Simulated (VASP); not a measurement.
Input of a VASP 6.6.1 run:

Contents of INCAR:

```
PREC = Accurate ; ENCUT = 600
EDIFF = 1E-6 ; ISMEAR = -1
SIGMA = 0.02 ; LREAL = False
LASPH = True ; NELM = 80
ALGO = Normal ; ISIF = 3
LWAVE = False ; LCHARG = False
GGA = PE ; IVDW = 12
IBRION = 2 ; NSW = 80
EDIFFG = -0.005
```

KPOINTS

```
regular mesh
0
Gamma
  6 6 4
```

Contents of POSCAR:

```
La2O3
1.0
    3.9307780000      0.0000000000      0.0000000000
   -1.9653890000      3.4041530000      0.0000000000
    0.0000000000      0.0000000000      6.1119540000
La O
2 3
Direct
    0.6666666667      0.3333333333      0.7537640000
    0.3333333333      0.6666666667      0.2462360000
    0.6666666667      0.3333333333      0.3541090000
    0.3333333333      0.6666666667      0.6458910000
    0.0000000000      0.0000000000      0.0000000000
```

Potentials or basis: VASP PAW PBE potentials, release 64 (La, O).

The run is started by

```bash
$ cat potpaw_PBE.64/La/POTCAR potpaw_PBE.64/O/POTCAR > POTCAR
$ mpirun -np 1 vasp_std > vasp.out
```

Question: What does it give for the dispersion energy per atom?

Answer: -0.261 eV.

Question: Predict the relaxed volume.

Answer: 16.20 Å³/atom.

Question: Estimate the relaxed cell.

Answer: a = 3.918 Å, b = 3.918 Å, c = 6.093 Å, α = 90.00°, β = 90.00°, γ = 120.00°.

Question: Predict the band gap on the k mesh.

Answer: 3.88 eV, indirect (least direct gap 3.98 eV).

Forces on the atoms (eV/Å):
```
La   0.000  0.000 -0.001
La   0.000  0.000  0.001
O    0.000  0.000 -0.004
O    0.000  0.000  0.004
O    0.000  0.000  0.000
```

Caveat: spin-orbit coupling is left out, which moves the levels of the heavy elements. A k mesh can miss the band edges.
